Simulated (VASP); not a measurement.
The system is Ag.

```
Ag
1.0
     2.64104    0.00000    0.00000
     0.00000    2.64104    0.00000
     0.00000    0.00000    2.64104
Ag
1
Direct
  0.00000 0.00000 0.00000
```

```yaml
Program: VASP 6.6.1
Task: relaxation of cell and atoms
Functional: PBEsol
Potentials_or_basis: VASP PAW PBE potentials, release 64 (Ag)
Cutoff: 600 eV
k_mesh: 12 × 12 × 12
Occupations: fermi-dirac, width 0.1 eV
Spin: no spin polarisation
```

At the start: pressure 4.8 GPa; volume 18.42 Å³/atom.

Q: How do energy, volume and symmetry change on relaxing?

A: Over 3 steps the energy falls by 12.7 meV/atom and the volume is 19.32 Å³/atom (+4.9 %); space group Pm-3m (No. 221, to 0.05 Å).

Step by step:
```
step  energy change (eV)  largest force (eV/Å)  pressure (GPa)  volume (Å³)
   1              0.0000                0.0000            4.80        18.42
   2             -0.0077                0.0000           -2.52        19.93
   3             -0.0127                0.0000            0.01        19.32
```

Final structure:
```yaml
crystal:
  lattice:
    - [2.68328, 0.00000, 0.00000]
    - [0.00000, 2.68328, 0.00000]
    - [0.00000, 0.00000, 2.68328]
  atoms:
    - { symbol: Ag, position: [0.00000, 0.00000, 0.00000] }
```

Caveat: the PAW data sets were made with another functional, which shifts forces and pressure a little.
